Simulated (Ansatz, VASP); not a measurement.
## W: VASP beside Ansatz

INCAR

```
SYSTEM = W
PREC = Accurate ; ENCUT = 520
EDIFF = 1E-6 ; ISMEAR = -1
SIGMA = 0.4 ; LREAL = .FALSE.
LASPH = .TRUE. ; NELM = 60
ALGO = Fast ; ISIF = 2
LWAVE = .FALSE. ; LCHARG = .FALSE.
GGA = PE ; NBANDS = 13
```

File KPOINTS:

```
Automatic mesh
0
G
  20 20 20
  0 0 0
```

POSCAR

```
W
1.0
   -1.5973000000      1.5973000000      1.6771650000
    1.5973000000     -1.5973000000      1.6771650000
    1.5973000000      1.5973000000     -1.6771650000
W
1
Direct
    0.0000000000      0.0000000000      0.0000000000
```

Input for Ansatz:

```yaml
crystal:
  lattice:
    - [-1.5973, 1.5973, 1.677165]
    - [1.5973, -1.5973, 1.677165]
    - [1.5973, 1.5973, -1.677165]
  atoms:
    - { symbol: W, position: [0.0, 0.0, 0.0] }
basis:
  ecutwfc: 420
kpoints:
  mp_grid: { grid: [20, 20, 20] }
hamiltonian:
  xc: pbe
scf:
  occupations: { method: fermi_dirac, width: 0.4 }
output:
  forces: true
  stress: true
  eigenvalues: true
```

Change from the starting cell: strain +0.000 along x and y, +0.050 along z, atoms carried along.

Alike in both runs: task single point; functional PBE; k mesh 20 × 20 × 20; occupations fermi-dirac, width 0.4 eV; no spin polarisation.

|  | VASP | Ansatz |
| --- | --- | --- |
| version | VASP 6.6.1 | Ansatz 0.2.0 |
| potentials or method | VASP PAW PBE potentials, release 64 (W_sv), cutoff 520 eV | scalar-relativistic, plane waves, PAW |
| valence electrons in the cell | 14 | 14 |

Ansatz gave:

```
gap on the k mesh at the Fermi level (eV)                     : none
pressure (GPa)                                                : -13.9
traceless stress, the component that is largest in VASP (GPa) : -6.61
```

Q: Estimate VASP's values.

A: gap on the k mesh at the Fermi level (eV): none; pressure (GPa): -13.6; traceless stress, the component that is largest in VASP (GPa): -6.61.

A gap of «none» marks a metal or a gap that the smearing closes.

Spin-orbit coupling is off throughout.
